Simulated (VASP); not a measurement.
# InSe in VASP: notebook, part 2 of 2

VASP 6.6.1. Earlier steps stand in the parts before.

## 4. Single point, PBE+D3(BJ)

The COD entry that gives the cell may itself be a prediction, so a difference from it is no test against experiment.

INCAR reads:

```
SYSTEM = InSe
PREC = Accurate
ENCUT = 520
EDIFF = 1E-7
ISMEAR = 0
SIGMA = 0.02
LREAL = .FALSE.
LASPH = .TRUE.
NELM = 100
ALGO = Normal
ISIF = 2
LWAVE = .FALSE.
LCHARG = .TRUE.
LDIPOL = .TRUE.
IDIPOL = 3
DIPOL = 0.5 0.5 0.500
GGA = PE
IVDW = 12
LELF = .TRUE.
LVHAR = .TRUE.
LVACPOTAV = .TRUE.
NBANDS = 27
```

KPOINTS reads:

```
regular mesh
0
G
  9 9 1
  0 0 0
```

POSCAR reads:

```
InSe
1.0
    4.1610000000      0.0000000000      0.0000000000
   -2.0805000000      3.6035317051      0.0000000000
    0.0000000000      0.0000000000     36.7211901288
Se In
2 2
Direct
    0.0000000000      0.0000000000      0.4250702551
    0.0000000000      0.0000000000      0.5749020002
    0.6666666667      0.3333333333      0.4611131992
    0.6666666667      0.3333333333      0.5388591109
```

Potentials or basis: VASP PAW PBE potentials, release 64 (Se, In_d).

Command:

```sh
$ cat potpaw_PBE.64/Se/POTCAR potpaw_PBE.64/In_d/POTCAR > POTCAR
$ mpirun -np 1 vasp_std > vasp.out
```

OUTCAR:

```text
SYSTEM = InSe
   PREC = Accurate
   ENCUT = 520
   EDIFF = 1E-7
   ISMEAR = 0
   LREAL = .FALSE.
   LASPH = .TRUE.
   NELM = 100
   ISIF = 2
   GGA = PE
   IVDW = 12
 IVDW          = 12

 ion  position               nearest neighbor table
   1  0.000  0.000  0.425-   3 2.74   3 2.74   3 2.74
   2  0.000  0.000  0.575-   4 2.74   4 2.74   4 2.74
   3  0.667  0.333  0.461-   1 2.74   1 2.74   1 2.74   4 2.85
   4  0.667  0.333  0.539-   2 2.74   2 2.74   2 2.74   3 2.85

  LATTYP: Found a hexagonal cell.
 ALAT       =     4.1610000000
 C/A-ratio  =     8.8250877503

  Lattice vectors:

 A1 = (   4.1610000000,   0.0000000000,   0.0000000000)
 A2 = (  -2.0805000000,   3.6035317051,   0.0000000000)
 A3 = (   0.0000000000,   0.0000000000,  36.7211901288)

Analysis of symmetry for initial positions (statically):
=====================================================================
 Subroutine PRICEL returns:
 Original cell was already a primitive cell.

 Routine SETGRP: Setting up the symmetry group for a
 hexagonal supercell.

 Subroutine GETGRP returns: Found 12 space group operations
 (whereof  6 operations were pure point group operations)
 out of a pool of 24 trial point group operations.

The static configuration has the point symmetry C_3v.
 The point group associated with its full space group is D_3h.

Analysis of symmetry for dynamics (positions and initial velocities):
=====================================================================
 Subroutine PRICEL returns:
 Original cell was already a primitive cell.

 Routine SETGRP: Setting up the symmetry group for a
 hexagonal supercell.

 Subroutine GETGRP returns: Found 12 space group operations
 (whereof  6 operations were pure point group operations)
 out of a pool of 24 trial point group operations.

The dynamic configuration has the point symmetry C_3v.
 The point group associated with its full space group is D_3h.

 Subroutine INISYM returns: Found 12 space group operations
 (whereof  6 operations are pure point group operations),
[... 113 lines left out ...]
   LHFCALC =     F    Hartree Fock is set to
   AEXX    =    0.0000 exact exchange contribution
   IVDW    =    12    specifies the selected vdW correction
   LEPSILON=     F    determine dielectric tensor
   LRPA    =     F    only Hartree local field effects (RPA)
 non-spin polarized calculation
 Gauss-broadening in eV      SIGMA  =   0.02
  energy-cutoff  :      520.00
  volume of cell :      550.61
 maximum number of plane-waves:     14869
 NGX is ok and might be reduce to    32
   NGX = 15   NGY = 15   NGZ =137

 dipolmoment           0.000000      0.000000      0.000000 electrons x Angstroem

 number of electron      37.9999994 magnetization

 dipolmoment           0.000000      0.000000     -0.000012 electrons x Angstroem

 Free energy of the ion-electron system (eV)
  ---------------------------------------------------
  ext. energy  EPLUGINS =         0.00000000
  ---------------------------------------------------
  free energy    TOTEN  =       -14.15329229 eV

  energy without entropy =      -14.15329229  energy(sigma->0) =      -14.15329229

 E-fermi :  -3.9157     XC(G=0):  -2.2570

 val. band max:       -4.0258950101   @ k =   0.1111  -0.0000   0.0000
 cond. band min:      -2.7347522052   @ k =   0.0000   0.0000   0.0000
 fundamental gap:      1.2911428049
 Fermi energy:        -3.9156748516

 k-point     1 :       0.0000    0.0000    0.0000
  band No.  band energies     occupation
      1     -18.0036      2.00000
      2     -17.8439      2.00000
      3     -17.8439      2.00000
      4     -17.7747      2.00000
      5     -17.7747      2.00000
      6     -17.7728      2.00000
[... 349 lines left out ...]
     26       3.3296      0.00000
     27       3.8966      0.00000

------------------------ aborting loop because EDIFF is reached ----------------------------------------

 vacuum level on the upper side and lower side of the slab       (xc-potential included)        -0.090        -0.090

 Edisp (eV)   -0.81271

 E8    (eV) :    -0.3914

  FORCE on cell =-STRESS in cart. coord.  units (eV):
  Direction    XX          YY          ZZ          XY          YZ          ZX
  --------------------------------------------------------------------------------------
  -------------------------------------------------------------------------------------
  Total      -2.96094    -2.96094    -2.21999     0.00000     0.00000     0.00000
  in kB      -8.61585    -8.61585    -6.45980     0.00000     0.00000     0.00000
  external pressure =       -7.90 kB  Pullay stress =        0.00 kB

 VOLUME and BASIS-vectors are now :
 -----------------------------------------------------------------------------
  energy-cutoff  :      520.00
  volume of cell :      550.61
      direct lattice vectors                 reciprocal lattice vectors
     4.161000000  0.000000000  0.000000000     0.240326845  0.138752768  0.000000000
    -2.080500000  3.603531705  0.000000000     0.000000000  0.277505537  0.000000000
     0.000000000  0.000000000 36.721190129     0.000000000  0.000000000  0.027232233

 POSITION                                       TOTAL-FORCE (eV/Angst)
 -----------------------------------------------------------------------------------
      0.00000      0.00000     15.60909        -0.000000      0.000000      0.563910
      0.00000      0.00000     21.11109        -0.000000      0.000000     -0.563910
      2.08050      1.20118     16.93263         0.000000     -0.000000     -0.317149
      2.08050      1.20118     19.78755         0.000000      0.000000      0.317149
 -----------------------------------------------------------------------------------
    total drift:                               -0.000001      0.000001     -0.001461

  FREE ENERGIE OF THE ION-ELECTRON SYSTEM (eV)
  ---------------------------------------------------
  free  energy   TOTEN  =       -14.9660052188 eV

  energy  without entropy=      -14.9660052188  energy(sigma->0) =      -14.96600522

 vacuum level on the upper side and lower side of the slab         2.002         2.002
```

stdout:

```text
POSCAR found type information on POSCAR SeIn
 POSCAR found :  2 types and       4 ions
 scaLAPACK will be used
 LDA part: xc-table for (Slater+PW92), standard interpolation
 POSCAR, INCAR and KPOINTS ok, starting setup
 FFT: planning ... GRIDC
 FFT: planning ... GRID_SOFT
 FFT: planning ... GRID
 WAVECAR not read
 entering main loop
```

It took 3.8 min on 1 thread of Intel Xeon 6975P-C (Granite Rapids), shared host; peak memory 0.66 GiB.

What came out:

```
Free energy                            : -14.9660 eV
Largest force                          : 0.564 eV/Å
Band gap on the k mesh                 : 1.29 eV, indirect (least direct gap 1.34 eV)
Dispersion energy per atom             : -0.203 eV
Ionisation potential of the upper face : 6.03 eV
```

Forces in eV/Å, atoms in the order of the input:
```
Se   0.000  0.000  0.564
Se   0.000  0.000 -0.564
In   0.000  0.000 -0.317
In   0.000  0.000  0.317
```

Caveat: spin-orbit coupling is left out, which moves the levels of the heavy elements.

## 5. Single point, PBE+D3(BJ)

INCAR reads:

```
SYSTEM = InSe
PREC     = Accurate       ! precision mode
ENCUT    = 520            ! plane-wave cutoff, eV
EDIFF    = 1E-6           ! SCF threshold, eV
ISMEAR   = 0              ! smearing method
SIGMA    = 0.02           ! smearing width, eV
LREAL    = .FALSE.        ! projectors in reciprocal space
LASPH    = .TRUE.         ! aspherical terms in the spheres
NELM     = 80             ! most SCF steps
ALGO     = Normal         ! electronic algorithm
ISIF     = 2              ! what is computed and relaxed
LWAVE    = .FALSE.        ! write WAVECAR
LCHARG   = .FALSE.        ! write CHGCAR
LDIPOL   = .TRUE.       
IDIPOL   = 3            
DIPOL    = 0.5 0.5 0.500
GGA      = PE             ! functional
IVDW     = 12             ! dispersion correction
NBANDS   = 27             ! bands
```

KPOINTS reads:

```
Automatic mesh
0
G
  9 9 1
  0 0 0
```

POSCAR reads:

```
InSe
1.0
    4.1610000000      0.0000000000      0.0000000000
   -2.0805000000      3.6035317051      0.0000000000
    0.0000000000      0.0000000000     36.7211901288
Se In
2 2
Direct
    0.0000000000      0.0000000000      0.4218840838
    0.0000000000      0.0000000000      0.5780881714
    0.6666666667      0.3333333333      0.4594599339
    0.6666666667      0.3333333333      0.5405123784
```

Command:

```sh
$ cat potpaw_PBE.64/Se/POTCAR potpaw_PBE.64/In_d/POTCAR > POTCAR
$ mpirun -np 1 vasp_std > vasp.out
```

It took 3.2 min on 1 thread of Intel Xeon 6975P-C (Granite Rapids), shared host; peak memory 0.64 GiB.

It converged, with:

* Free energy: -14.8290 eV
* Largest force: 0.869 eV/Å
* Band gap on the k mesh: 1.34 eV, indirect (least direct gap 1.39 eV)
* Dispersion energy per atom: -0.198 eV

Forces in eV/Å, atoms in the order of the input:
```
Se   0.000  0.000  0.869
Se   0.000  0.000 -0.869
In   0.000  0.000 -0.222
In   0.000  0.000  0.222
```

Levels at points of the mesh, in eV from the valence-band top:
| k point | band 17 | band 18 | band 19 | band 20 | band 21 | band 22 |
| --- | --- | --- | --- | --- | --- | --- |
| (0.00, 0.00, 0.00) | -0.27 | -0.27 | -0.05 | 1.34 | 2.65 | 4.99 |

Caveat: spin-orbit coupling is left out, which moves the levels of the heavy elements.

## 6. Single point, PBE+D3(BJ)

This run uses another cell than the first one, of 128.93 Å³/atom, 0.937 times its volume.

INCAR reads:

```
SYSTEM = InSe
PREC     = Accurate       ! precision mode
ENCUT    = 520            ! plane-wave cutoff, eV
EDIFF    = 1E-7           ! SCF threshold, eV
ISMEAR   = 0              ! smearing method
SIGMA    = 0.02           ! smearing width, eV
LREAL    = .False.        ! projectors in reciprocal space
LASPH    = .True.         ! aspherical terms in the spheres
NELM     = 80             ! most SCF steps
ALGO     = Normal         ! electronic algorithm
ISIF     = 2              ! what is computed and relaxed
LWAVE    = .False.        ! write WAVECAR
LCHARG   = .True.         ! write CHGCAR
LDIPOL   = .True.       
IDIPOL   = 3            
DIPOL    = 0.5 0.5 0.500
GGA      = PE             ! functional
IVDW     = 12             ! dispersion correction
LELF     = .True.         ! ELF
LVHAR    = .True.       
LVACPOTAV= .True.       
NBANDS   = 27             ! bands
```

KPOINTS reads:

```
Automatic mesh
0
Gamma
  9 9 1
  0 0 0
```

POSCAR reads:

```
InSe
1.0
    4.0270000000      0.0000000000      0.0000000000
   -2.0135000000      3.4874843010      0.0000000000
    0.0000000000      0.0000000000     36.7211901288
Se In
2 2
Direct
    0.0000000000      0.0000000000      0.4266497246
    0.0000000000      0.0000000000      0.5733225307
    0.6666666667      0.3333333333      0.4619327665
    0.6666666667      0.3333333333      0.5380395423
```

Potentials or basis: VASP PAW PBE potentials, release 64 (Se, In_d).

Command:

```sh
$ cat potpaw_PBE.64/Se/POTCAR potpaw_PBE.64/In_d/POTCAR > POTCAR
$ mpirun -np 1 vasp_std > vasp.out
```

Wall time 5.6 min (1 thread of Intel Xeon Platinum 8488C (Sapphire Rapids), shared host); peak memory 0.6 GiB.

It converged, with:

```yaml
Free_energy: -15.0894 eV
Largest_force: 0.012 eV/Å
Band_gap_on_the_k_mesh: 1.62 eV, indirect (least direct gap 1.69 eV)
Dispersion_energy_per_atom: -0.221 eV
Ionisation_potential_of_the_upper_face: 6.00 eV
```

Forces in eV/Å, atoms in the order of the input:
```
Se   0.000  0.000 -0.012
Se   0.000  0.000  0.012
In   0.000  0.000  0.011
In   0.000  0.000 -0.011
```

Levels at points of the mesh, in eV from the valence-band top:
```tsv
k point	band 15	band 16	band 17	band 18	band 19	band 20	band 21	band 22	band 23	band 24
(0.00, 0.00, 0.00)	-0.45	-0.45	-0.37	-0.37	-0.07	1.62	2.84	5.08	5.08	5.60
```

Caveat: spin-orbit coupling is left out, which moves the levels of the heavy elements.
